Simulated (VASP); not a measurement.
A run of VASP 6.6.1:

The input INCAR:

```
SYSTEM = TeO4
  ALGO = Normal
  EDIFF = 1E-6
  ENCUT = 600
  GGA = PE
  GGA_COMPAT = .FALSE.
  ISIF = 2
  ISMEAR = 0
  LASPH = .TRUE.
  LCHARG = .TRUE.
  LELF = .TRUE.
  LREAL = .FALSE.
  LVHAR = .TRUE.
  LWAVE = .FALSE.
  NBANDS = 23
  NELM = 120
  PREC = Accurate
  SIGMA = 0.2
```

File KPOINTS:

```
k-points
0
G
  4 4 3
  0 0 0
```

POSCAR

```
TeO4
1.0
    3.8734741796      0.0000000000      0.0000000000
    0.0000000000      3.8734741796      0.0000000000
    0.0000000000      0.0000000000      3.8646594874
Te O
1 4
Direct
    0.5000000000      0.5000000000      0.8358746111
    0.5000000000      0.5000000000      0.3364639545
    0.0000000000      0.5000000000      0.8391919324
    0.5000000000      0.0000000000      0.8391919324
    0.0000000000      0.0000000000      0.3409790497
```

Potentials or basis: VASP PAW PBE potentials, release 64 (Te, O).

Launch:

```bash
$ cat potpaw_PBE.64/Te/POTCAR potpaw_PBE.64/O/POTCAR > POTCAR
$ mpirun -np 1 vasp_std > vasp.out
```

Hardware: 1 thread of Intel Xeon 8259CL, on a shared host.

How long does it take, and how much memory?

Wall time 33 s on 1 thread of Intel Xeon 8259CL (shared host), peak memory 0.18 GiB. Counts: scf iterations 17, k points 12.
